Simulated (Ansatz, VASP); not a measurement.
# SiSn4: VASP beside Ansatz

```
Si Sn
1.0
     0.00000    4.34137    4.34137
     4.34137    0.00000    4.34137
     4.34137    4.34137    0.00000
Si Sn
1 4
Direct
  0.75000 0.75000 0.75000
  0.12496 0.62513 0.12496
  0.12496 0.12496 0.12496
  0.62513 0.12496 0.12496
  0.12496 0.12496 0.62513
```

Alike in both runs: functional PBE; k mesh 8 × 8 × 8; occupations gaussian, width 0.1 eV; no spin polarisation.

Ansatz relaxed the structure, and its values are those at the end. VASP's run is a single point on that final structure, the one shown.

|  | VASP | Ansatz |
| --- | --- | --- |
| version | VASP 6.6.1 | Ansatz 0.2.0 |
| potentials or method | VASP PAW PBE potentials, release 64 (Si, Sn_d), cutoff 520 eV | scalar-relativistic, plane waves, PAW |
| valence electrons in the cell | 60 | 60 |

|  | VASP | Ansatz | Ansatz less VASP |
| --- | --- | --- | --- |
| gap on the k mesh at the Fermi level (eV) | none | none | - |
| pressure (GPa) | -0.1 | 0.0 | +0.04 |
| rms of the force components (eV/Å) | 0.003 | 0.003 | -0.0003 |

A gap of «none» marks a metal or a gap that the smearing closes.
